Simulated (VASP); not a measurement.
PbF2, 3 atoms in the cell. Symmetry: Immm, No. 71, orthorhombic system. Conventional cell: a = 4.195 Å, b = 4.205 Å, c = 5.940 Å, α = 90.00°, β = 90.00°, γ = 90.00°. Within 3.4 Å of Pb (site symmetry mmm) lie 8 F at 2.57 Å. Within 3.4 Å of F (site symmetry mm2) lie 4 Pb at 2.57 Å and 6 F at 2.97 Å.  This cell differs from its parent crystal: strain +0.0025 x Voigt [0, 0, 0, 0, 1, 0].

```yaml
Program: VASP 6.6.1
Task: single point
Functional: PBE
Potentials_or_basis: VASP PAW PBE potentials, release 64 (Pb_d, F)
Cutoff: 520 eV
k_mesh: 8 × 8 × 8
Occupations: gaussian, width 0.05 eV
Spin: no spin polarisation
Dipole_correction: no
Further_INCAR_settings: ALGO = Normal; EDIFF = 1e-07; NBANDS = 21
```

Potentials or basis: VASP PAW PBE potentials, release 64 (Pb_d, F).

The run is started by

```sh
$ cat potpaw_PBE.64/Pb_d/POTCAR potpaw_PBE.64/F/POTCAR > POTCAR
$ mpirun -np 1 vasp_std > vasp.out
```

Hardware: 1 thread of AMD EPYC 9R45 96-Core Processor (Zen 5), on a shared host.

**Question.** Estimate the wall time of this run.

**Answer.** Run time: 42 s on 1 thread of AMD EPYC 9R45 96-Core Processor (Zen 5), on a shared host, peak memory 0.21 GiB. Counts: scf iterations 14, k points 95.
